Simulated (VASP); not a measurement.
Set up this calculation in VASP 6.6.1, as the native input.

```yaml
Task: single point
Functional: PBE
Potentials_or_basis: VASP PAW PBE potentials, release 64 (Al)
Cutoff: 520 eV
k_mesh: 4 × 4 × 2
Occupations: gaussian, width 0.1 eV
Spin: no spin polarisation
Dipole_correction: no
Further_INCAR_settings: ALGO = Normal; EDIFF = 1e-06; NBANDS = 22
```

The structure of Al lies in POSCAR:

```
Al
1.0
    4.0018288908      0.0000000000      0.0000000000
    0.0000000000      4.0018288908      0.0000000000
    0.0000000000      0.0000000000      8.2452507886
Al
8
Direct
    0.2500840686      0.7502480965      0.1579585537
    0.7499159314      0.2497519035      0.6579585537
    0.2497519035      0.2500840686      0.9079585537
    0.7502480965      0.7499159314      0.4079585537
    0.7497485971      0.7503256132      0.9077152863
    0.2502514029      0.2496743868      0.4077152863
    0.2496743868      0.7497485971      0.6577152863
    0.7503256132      0.2502514029      0.1577152863
```

The cell was built from a structure type or drawn by symmetry, and may not be a known phase.

One way to write it, as run:

INCAR

```
SYSTEM = Al
PREC     = Accurate       ! precision mode
ENCUT    = 520            ! plane-wave cutoff, eV
EDIFF    = 1E-6           ! SCF threshold, eV
ISMEAR   = 0              ! smearing method
SIGMA    = 0.1            ! smearing width, eV
LREAL    = .False.        ! projectors in reciprocal space
LASPH    = .True.         ! aspherical terms in the spheres
NELM     = 60             ! most SCF steps
ALGO     = Normal         ! electronic algorithm
ISIF     = 2              ! what is computed and relaxed
LWAVE    = .False.        ! write WAVECAR
LCHARG   = .False.        ! write CHGCAR
GGA      = PE             ! functional
NBANDS   = 22             ! bands
```

KPOINTS

```
Automatic mesh
0
Gamma
  4 4 2
  0 0 0
```

Potentials or basis: VASP PAW PBE potentials, release 64 (Al).

Command:

```bash
$ cat potpaw_PBE.64/Al/POTCAR > POTCAR
$ mpirun -np 1 vasp_std > vasp.out
```

Results of the run:

- Pressure: -0.1 GPa
- Largest force: 0.006 eV/Å
- Band gap on the k mesh: zero (bands 12 and 13 overlap by 1.92 eV)

Caveat: the k points lie up to 0.39 Å⁻¹ apart, too coarse for converged energies and pressures of a metal.

Wall time 52 s on 1 thread of Intel Xeon 8259CL, on a shared host, peak memory 0.22 GiB.
